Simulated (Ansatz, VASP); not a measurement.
**Two plane-wave programs on ZnC**

```
Zn C
1.0
     2.69049    0.00000    0.00000
     0.00000    3.85807    0.00000
     0.00000    0.00000    5.87619
Zn C
2 2
Direct
  0.00000 0.50000 0.42437
  0.50000 0.00000 0.57563
  0.00000 0.50000 0.72066
  0.50000 0.00000 0.27934
```

Alike in both runs: task relaxation of cell and atoms; functional PBE; k mesh 6 × 4 × 4; occupations gaussian, width 0.1 eV; no spin polarisation.

```csv
,VASP,Ansatz
version,VASP 6.6.1,Ansatz 0.2.0
potentials or method,"VASP PAW PBE potentials, release 64 (Zn, C), cutoff 600 eV","scalar-relativistic, plane waves, PAW"
valence electrons in the cell,32,32
```

```tsv
	VASP	Ansatz	Ansatz less VASP
gap on the k mesh at the Fermi level, each at its own relaxed structure (eV)	none	none	-
relaxed volume (Å³/atom)	10.69	10.62	-0.072
relaxed length of the cell vector where the two differ most in proportion (Å)	3.132	3.121	-0.0110
```

A gap of «none» marks a metal or a gap that the smearing closes.

The k mesh is coarse, so the values compare programs but aren't converged. Noted on VASP's run: the volume moved by over 15 % at a fixed basis, so the end points are rough.
